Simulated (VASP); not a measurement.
Wanted: the native input for a VASP 6.6.1 run.

* Task: single point
* Functional: PBEsol
* Potentials or basis: VASP PAW PBE potentials, release 64 (Mo_sv)
* Cutoff: 520 eV
* k mesh: 18 × 18 × 18
* Occupations: gaussian, width 0.15 eV
* Spin: no spin polarisation
* Dipole correction: no
* Further INCAR settings: ALGO = Normal; EDIFF = 1e-06; NBANDS = 13

The structure of Mo lies in POSCAR:

```
Mo
1.0
    3.0090614369      0.0000000000      0.0000000000
   -1.5045307185      2.6059236459      0.0000000000
    0.0000000000      0.0000000000      2.5551807000
Mo
1
Direct
    0.0000000000      0.0000000000      0.5000000000
```

This cell differs from its parent crystal: strain +0.1000 x Voigt [1, 1, 0, 0, 0, 0].

One way to write it, as run:

INCAR

```
SYSTEM = Mo
PREC = Accurate
ENCUT = 520
EDIFF = 1E-6
ISMEAR = 0
SIGMA = 0.15
LREAL = .FALSE.
LASPH = .TRUE.
NELM = 100
ALGO = Normal
ISIF = 2
LWAVE = .FALSE.
LCHARG = .TRUE.
GGA = PS
LELF = .TRUE.
LVHAR = .TRUE.
NBANDS = 13
```

KPOINTS

```
regular mesh
0
G
  18 18 18
  0 0 0
```

Potentials or basis: VASP PAW PBE potentials, release 64 (Mo_sv).

The run is started by

```bash
$ cat potpaw_PBE.64/Mo_sv/POTCAR > POTCAR
$ mpirun -np 1 vasp_std > vasp.out
```

Results of the run:

The pressure is -29.1 GPa. The band gap on the k mesh is zero (band 7 reaches 9.15 eV, above the bottom of band 8 at 7.96 eV).

Caveat: the cell differs from its parent crystal (strain +0.1000 x Voigt [1, 1, 0, 0, 0, 0]); the PAW data sets were made with another functional, which shifts forces and pressure a little.

It took 21 s on 1 thread of Intel(R) Xeon(R) 6975P-C (Granite Rapids), on a shared host, peak memory 0.2 GiB.
